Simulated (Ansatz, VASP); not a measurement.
## BeS: VASP beside Ansatz

File INCAR:

```
SYSTEM = BeS
PREC = Accurate ; ENCUT = 600
EDIFF = 1E-6 ; ISMEAR = -1
SIGMA = 0.02 ; LREAL = .FALSE.
LASPH = .TRUE. ; NELM = 200
ALGO = Normal ; ISIF = 2
LWAVE = .FALSE. ; LCHARG = .FALSE.
ISPIN = 2 ; MAGMOM = 0.05 0
LORBIT = 11 ; GGA = PE
NBANDS = 15 ; GGA_COMPAT = .FALSE.
```

The input KPOINTS:

```
Automatic mesh
0
G
  6 6 6
  0 0 0
```

The input POSCAR:

```
BeS
1.0
    2.9413850451      0.0000000000      0.0000000000
    0.0000000000      2.9413850451      0.0000000000
    0.0000000000      0.0000000000      2.9413850451
Be S
1 1
Direct
    0.0000000000      0.0000000000      0.0000000000
    0.5000000000      0.5000000000      0.5000000000
```

Input for Ansatz:

```yaml
crystal:
  lattice:
    - [2.9413850451, 0.0, 0.0]
    - [0.0, 2.9413850451, 0.0]
    - [0.0, 0.0, 2.9413850451]
  atoms:
    - { symbol: Be, position: [0.0, 0.0, 0.0] }
    - { symbol: S, position: [0.5, 0.5, 0.5] }
kpoints:
  mp_grid: { grid: [6, 6, 6] }
hamiltonian:
  xc: pbe
scf:
  occupations: { method: fermi_dirac, width: 0.02 }
  n_extra_bands: 4
  max_iter: 52
output:
  forces: true
  stress: true
  eigenvalues: true
magnetization:
  spin_polarized: true
  initial_magnetization: 0.5
```

Alike in both runs: task single point; functional PBE; k mesh 6 × 6 × 6; occupations fermi-dirac, width 0.02 eV; collinear spin.

|  | VASP | Ansatz |
| --- | --- | --- |
| version | VASP 6.6.1 | Ansatz 0.2.0 |
| potentials or method | VASP PAW PBE potentials, release 64 (Be, S) | plane waves |
| plane-wave cutoff (eV) | 600 | 420 |
| valence electrons in the cell | 8 | 8 |

```csv
,VASP,Ansatz,Ansatz less VASP
gap on the k mesh at the Fermi level (eV),none,none,-
pressure (GPa),-2.3,-2.1,+0.17
net moment per atom (μB),0.00,0.05,+0.045
size of the moment on the site where the two differ most (μB),0.00,0.05,+0.050
```

Site moments also hang on the region over which each program counts them. A gap of «none» marks a metal or a gap that the smearing closes.
